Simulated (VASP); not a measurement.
# Sn (Immm) in VASP: notebook

Sn is run at these levels: PBEsol; tasks: single point.

Program: VASP 6.6.1. These are calculated values, not measurements. Logs are shortened: lines on timing, memory, paths and dates and some standing lists are left out, and cuts for length are marked.

### Step 1. The cell of the first run

Symmetry: Immm, No. 71, orthorhombic system. The conventional cell has a = 3.453 Å, b = 3.551 Å, c = 4.677 Å, α = 90.00°, β = 90.00°, γ = 90.00°. Sn (site symmetry mmm) has 14 Sn at 3.41 to 4.68 Å within 4.7 Å.

### Step 2. Single point, PBEsol

INCAR

```
SYSTEM = Sn
PREC = Accurate ; ENCUT = 500
EDIFF = 1E-6 ; ISMEAR = -1
SIGMA = 0.1 ; LREAL = .False.
LASPH = .True. ; NELM = 120
ALGO = Normal ; ISIF = 2
LWAVE = .False. ; LCHARG = .True.
GGA = PS ; LELF = .True.
LVHAR = .True. ; NBANDS = 13
GGA_COMPAT = .False.
```

KPOINTS

```
regular mesh
0
Gamma
  3 3 3
  0 0 0
```

POSCAR

```
Sn
1.0
   -1.7265390000      1.7755470000      2.3383420000
    1.7265390000     -1.7755470000      2.3383420000
    1.7265390000      1.7755470000     -2.3383420000
Sn
1
Direct
    0.0000000000      0.0000000000      0.0000000000
```

Potentials or basis: VASP PAW PBE potentials, release 64 (Sn_d).

Command:

```console
cat potpaw_PBE.64/Sn_d/POTCAR > POTCAR
mpirun -np 1 vasp_std > vasp.out
```

OUTCAR:

```text
SYSTEM = Sn
   PREC = Accurate
   ENCUT = 500
   EDIFF = 1E-6
   ISMEAR = -1
   LREAL = .False.
   LASPH = .True.
   NELM = 120
   ISIF = 2
   GGA = PS

 ion  position               nearest neighbor table
   1  0.000  0.000  0.000-

  LATTYP: Found a body centered orthorhombic cell.
 ALAT       =     3.4530780000
 B/A-ratio  =     1.0283851103
 C/A-ratio  =     1.3543522620

  Lattice vectors:

 A1 = (  -1.7265390000,   1.7755470000,   2.3383420000)
 A2 = (   1.7265390000,  -1.7755470000,   2.3383420000)
 A3 = (   1.7265390000,   1.7755470000,  -2.3383420000)

Analysis of symmetry for initial positions (statically):
=====================================================================
 Subroutine PRICEL returns:
 Original cell was already a primitive cell.

 Routine SETGRP: Setting up the symmetry group for a
 body centered orthorhombic supercell.

 Subroutine GETGRP returns: Found  8 space group operations
 (whereof  8 operations were pure point group operations)
 out of a pool of  8 trial point group operations.

The static configuration has the point symmetry D_2h.

Analysis of symmetry for dynamics (positions and initial velocities):
=====================================================================
 Subroutine PRICEL returns:
 Original cell was already a primitive cell.

 Routine SETGRP: Setting up the symmetry group for a
 body centered orthorhombic supercell.

 Subroutine GETGRP returns: Found  8 space group operations
 (whereof  8 operations were pure point group operations)
 out of a pool of  8 trial point group operations.

The dynamic configuration has the point symmetry D_2h.

 Subroutine INISYM returns: Found  8 space group operations
 (whereof  8 operations are pure point group operations),
 and found     1 'primitive' translations

----------------------------------------------------------------------------------------

                                     Primitive cell

  volume of cell :      28.6732

  direct lattice vectors                    reciprocal lattice vectors
    -1.726539000  1.775547000  2.338342000     0.000000000  0.281603359  0.213826720
     1.726539000 -1.775547000  2.338342000     0.289596702  0.000000000  0.213826720
     1.726539000  1.775547000 -2.338342000     0.289596702  0.281603359  0.000000000

  length of vectors
     3.406075069  3.406075069  3.406075069     0.353584952  0.359983494  0.403938983

  position of ions in fractional coordinates (direct lattice)
     0.000000000  0.000000000  0.000000000

  ion indices of the primitive-cell ions
   primitive index   ion index
                 1           1

----------------------------------------------------------------------------------------

 KPOINTS: regular mesh

Automatic generation of k-mesh.
 Grid dimensions read from file:
 generate k-points for:    3    3    3

 Generating k-lattice:

  Cartesian coordinates                     Fractional coordinates (reciprocal lattice)
     0.000000000  0.093867786  0.071275573     0.333333333 -0.000000000  0.000000000
     0.096532234  0.000000000  0.071275573     0.000000000  0.333333333  0.000000000
     0.096532234  0.093867786  0.000000000     0.000000000 -0.000000000  0.333333333

  Length of vectors
     0.117861651  0.119994498  0.134646328

  Shift w.r.t. Gamma in fractional coordinates (k-lattice)
     0.000000000  0.000000000  0.000000000

 Subroutine IBZKPT returns following result:
 ===========================================

 Found      8 irreducible k-points:

 Following reciprocal coordinates:
            Coordinates               Weight
  0.000000  0.000000  0.000000      1.000000
  0.333333  0.000000  0.000000      4.000000
  0.000000  0.333333  0.000000      4.000000
  0.333333  0.333333 -0.000000      8.000000
 -0.333333  0.333333  0.000000      4.000000
 -0.333333  0.333333  0.333333      2.000000
  0.333333 -0.333333  0.333333      2.000000
 -0.333333 -0.333333  0.333333      2.000000
   k-points           NKPTS =      8   k-points in BZ     NKDIM =      8   number of bands    NBANDS=     13
   number of dos      NEDOS =    301   number of ions     NIONS =      1
   total plane-waves  NPLWV =  21952
   dimension x,y,z NGX =    28 NGY =   28 NGZ =   28
   dimension x,y,z NGXF=    56 NGYF=   56 NGZF=   56
   ions per type =               1
   NGX,Y,Z   is equivalent  to a cutoff of  13.67, 13.67, 13.67 a.u.
   NGXF,Y,Z  is equivalent  to a cutoff of  27.33, 27.33, 27.33 a.u.
 SYSTEM =  Sn
   PREC   = accura    normal or accurate (medium, high low for compatibility)
   ISTART =      0    job   : 0-new  1-cont  2-samecut
   ICHARG =      2    charge: 1-file 2-atom 10-const
   ISPIN  =      1    spin polarized calculation?
   LNONCOLLINEAR =      F non collinear calculations
   LSORBIT =      F    spin-orbit coupling
   LASPH  =      T    aspherical Exc in radial PAW
   ENCUT  =  500.0 eV  36.75 Ry    6.06 a.u.   6.21  6.21  6.21*2*pi/ulx,y,z
   NELM   =    120;   NELMIN=  2; NELMDL= -5     # of ELM steps
   EDIFF  = 0.1E-05   stopping-criterion for ELM
   LREAL  =      F    real-space projection
   EDIFFG = 0.1E-04   stopping-criterion for IOM
   NSW    =      0    number of steps for IOM
   IBRION =     -1    ionic relax: 0-MD 1-quasi-New 2-CG
   NFREE  =      0    steps in history (QN), initial steepest desc. (CG)
   ISIF   =      2    stress and relaxation
   ISYM   =      2    0-nonsym 1-usesym 2-fastsym
   POTIM  = 0.5000    time-step for ionic-motion
   TEBEG  =    0.0;   TEEND  =   0.0 temperature during run
   PSTRESS=    0.0 pullay stress
   NELECT =      14.0000    total number of electrons
   NUPDOWN=      -1.0000    fix difference up-down
   EMIN   =  10.00;   EMAX   =-10.00  energy-range for DOS
   EFERMI =   0.00;   METHOD = LEGACY
   ISMEAR =    -1;   SIGMA  =   0.10  broadening in eV -4-tet -1-fermi 0-gaus
   EFERMI_NEDOS =   21; number of points for ismear=-14 and -15
   IALGO  =     38    algorithm
   IMIX   =      4    mixing-type and parameters
     AMIX     =   0.40;   BMIX     =  1.00
     AMIX_MAG =   1.60;   BMIX_MAG =  1.00
  volume/ion in A,a.u.               =      28.67       193.50
  Fermi-wavevector in a.u.,A,eV,Ry     =   1.289116  2.436076 22.610433  1.661820
  Thomas-Fermi vector in A             =   2.421028
   LORBIT       =      0    0 simple, 1 ext, 2 COOP (PROOUT), +10 PAW based schemes
   GGA     = PS    functional components
   LHFCALC =     F    Hartree Fock is set to
   AEXX    =    0.0000 exact exchange contribution
   IVDW    =     0    specifies the selected vdW correction
   LEPSILON=     F    determine dielectric tensor
   LRPA    =     F    only Hartree local field effects (RPA)
 non-spin polarized calculation
  energy-cutoff  :      500.00
  volume of cell :       28.67
 maximum number of plane-waves:       734
 NGX is ok and might be reduce to    28
   NGX = 13   NGY = 13   NGZ = 13

 number of electron      13.9999998 magnetization

 Free energy of the ion-electron system (eV)
  ---------------------------------------------------
  ext. energy  EPLUGINS =         0.00000000
  ---------------------------------------------------
  free energy    TOTEN  =        -4.20853863 eV

  energy without entropy =       -4.14944120  energy(sigma->0) =       -4.17898992

 E-fermi :   5.9694     XC(G=0): -10.2738

 val. band max:        5.8459121594   @ k =   0.3333  -0.3333   0.3333
 cond. band min:       6.0672327888   @ k =   0.0000   0.3333   0.0000
 fundamental gap:      0.2213206294
 Fermi energy:         5.9694370009

 k-point     1 :       0.0000    0.0000    0.0000
  band No.  band energies     occupation
      1     -14.2141      2.00000
      2     -14.2077      2.00000
      3     -14.1809      2.00000
      4     -14.1494      2.00000
      5     -14.1171      2.00000
      6      -3.4534      2.00000
      7      14.3349      0.00000
      8      14.4681      0.00000
      9      14.8697      0.00000
     10      17.9602      0.00000
     11      18.4656      0.00000
     12      18.9713      0.00000
     13      19.1310      0.00000

 k-point     2 :       0.3333    0.0000    0.0000
  band No.  band energies     occupation
      1     -14.1974      2.00000
      2     -14.1971      2.00000
      3     -14.1817      2.00000
      4     -14.0948      2.00000
      5     -14.0912      2.00000
      6      -1.3380      2.00000
      7       5.8222      1.62679
      8      12.9659      0.00000
      9      13.4957      0.00000
     10      16.8001      0.00000
     11      18.1141      0.00000
     12      18.1156      0.00000
     13      19.5253      0.00000

 k-point     3 :       0.0000    0.3333    0.0000
  band No.  band energies     occupation
      1     -14.2038      2.00000
      2     -14.1994      2.00000
      3     -14.1617      2.00000
      4     -14.0968      2.00000
      5     -14.0923      2.00000
      6      -1.2409      2.00000
      7       6.0672      0.54659
      8      12.5214      0.00000
      9      13.2632      0.00000
     10      16.5067      0.00000
     11      17.6194      0.00000
     12      18.0058      0.00000
     13      19.6282      0.00000

 k-point     4 :       0.3333    0.3333   -0.0000
  band No.  band energies     occupation
      1     -14.2229      2.00000
      2     -14.1416      2.00000
      3     -14.1259      2.00000
      4     -14.1142      2.00000
      5     -14.0862      2.00000
      6       1.7675      2.00000
      7       5.2546      1.99843
      8       5.4090      1.99266
      9      11.0220      0.00000
     10      14.3059      0.00000
     11      21.4043      0.00000
     12      21.9521      0.00000
     13      22.9122      0.00000

 k-point     5 :      -0.3333    0.3333    0.0000
  band No.  band energies     occupation
      1     -14.2610      2.00000
      2     -14.1990      2.00000
      3     -14.0946      2.00000
      4     -14.0874      2.00000
      5     -14.0861      2.00000
      6      -0.6626      2.00000
      7       7.6078      0.00000
      8      10.1681      0.00000
      9      10.5110      0.00000
     10      13.6654      0.00000
     11      13.8044      0.00000
     12      24.6615      0.00000
     13      25.9545      0.00000

 k-point     6 :      -0.3333    0.3333    0.3333
  band No.  band energies     occupation
      1     -14.2016      2.00000
      2     -14.1494      2.00000
      3     -14.1232      2.00000
      4     -14.1189      2.00000
      5     -14.0858      2.00000
      6       1.8674      2.00000
      7       5.7488      1.80168
      8       5.8440      1.55622
      9      10.0443      0.00000
     10      13.2341      0.00000
     11      20.7972      0.00000
     12      22.5783      0.00000
     13      22.5808      0.00000

 k-point     7 :       0.3333   -0.3333    0.3333
  band No.  band energies     occupation
      1     -14.2236      2.00000
      2     -14.1487      2.00000
      3     -14.1126      2.00000
      4     -14.1117      2.00000
      5     -14.0901      2.00000
      6       1.5438      2.00000
      7       5.7596      1.78150
      8       5.8459      1.54947
      9      10.5762      0.00000
     10      13.7335      0.00000
     11      19.6799      0.00000
     12      22.8875      0.00000
     13      22.9492      0.00000

 k-point     8 :      -0.3333   -0.3333    0.3333
  band No.  band energies     occupation
      1     -14.2435      2.00000
      2     -14.1916      2.00000
      3     -14.0930      2.00000
      4     -14.0927      2.00000
      5     -14.0897      2.00000
      6      -0.3311      2.00000
      7       8.2919      0.00000
      8       9.4148      0.00000
      9      10.0371      0.00000
     10      13.1024      0.00000
     11      13.5445      0.00000
     12      25.1676      0.00000
     13      25.3172      0.00000

------------------------ aborting loop because EDIFF is reached ----------------------------------------

  FORCE on cell =-STRESS in cart. coord.  units (eV):
  Direction    XX          YY          ZZ          XY          YZ          ZX
  --------------------------------------------------------------------------------------
  -------------------------------------------------------------------------------------
  Total       -1.8849324     -1.0632496     -0.7638423      0.0000000      0.0000000      0.0000000
  in kB     -105.3245870    -59.4113254    -42.6813035      0.0000000      0.0000000      0.0000000
  external PRESSURE =     -69.1390719 kB  Pullay stress =       0.0000000 kB

 VOLUME and BASIS-vectors are now :
 -----------------------------------------------------------------------------
  energy-cutoff  :      500.00
  volume of cell :       28.67
      direct lattice vectors                 reciprocal lattice vectors
    -1.726539000  1.775547000  2.338342000     0.000000000  0.281603359  0.213826720
     1.726539000 -1.775547000  2.338342000     0.289596702  0.000000000  0.213826720
     1.726539000  1.775547000 -2.338342000     0.289596702  0.281603359  0.000000000

 POSITION                                       TOTAL-FORCE (eV/Angst)
 -----------------------------------------------------------------------------------
      0.00000      0.00000      0.00000         0.000000      0.000000     -0.000000
 -----------------------------------------------------------------------------------
    total drift:                                0.000000     -0.000000     -0.000000

  FREE ENERGIE OF THE ION-ELECTRON SYSTEM (eV)
  ---------------------------------------------------
  free  energy   TOTEN  =        -4.2085386323 eV

  energy  without entropy=       -4.1494412018  energy(sigma->0) =       -4.17898992
```

It took 4.1 s on 1 thread of Intel Xeon 6975P-C (Granite Rapids), shared host; peak memory 0.15 GiB.

Results:

- Free energy: -4.2085 eV
- Pressure: -6.9 GPa
- Band gap on the k mesh: zero (bands 7 and 8 overlap by 8.93 eV)

Caveat: the k points lie up to 0.75 Å⁻¹ apart, too coarse for converged energies and pressures of a metal; the PAW data sets were made with another functional, which shifts forces and pressure a little; spin-orbit coupling is left out, which moves the levels of the heavy elements.

[end of part 1 of 2]
